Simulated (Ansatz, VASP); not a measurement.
Two plane-wave programs on ZnSe

```
CELL_PARAMETERS angstrom
0.00000 2.86647 2.86647
2.86647 0.00000 2.86647
2.86647 2.86647 0.00000
ATOMIC_POSITIONS crystal
Zn 0.00000 0.00000 0.00000
Se 0.25000 0.25000 0.25000
```

Alike in both runs: task single point; functional PBE; k mesh 8 × 8 × 8; occupations gaussian, width 0.02 eV; no spin polarisation.

```csv
,VASP,Ansatz
version,VASP 6.6.1,Ansatz 0.2.0
potentials or method,"VASP PAW PBE potentials, release 64 (Zn, Se), cutoff 500 eV","scalar-relativistic, plane waves, PAW"
valence electrons in the cell,18,28
```

|  | VASP | Ansatz | Ansatz less VASP |
| --- | --- | --- | --- |
| gap on the k mesh at the Fermi level (eV) | 1.15 | 1.15 | -0.004 |
| least direct gap on the mesh (eV) | 1.15 | 1.15 | -0.004 |
| pressure (GPa) | 0.2 | 0.0 | -0.20 |

VASP's potentials hold 18 valence electrons a cell and Ansatz's 28, so a difference there can come from the potentials and not from the codes.
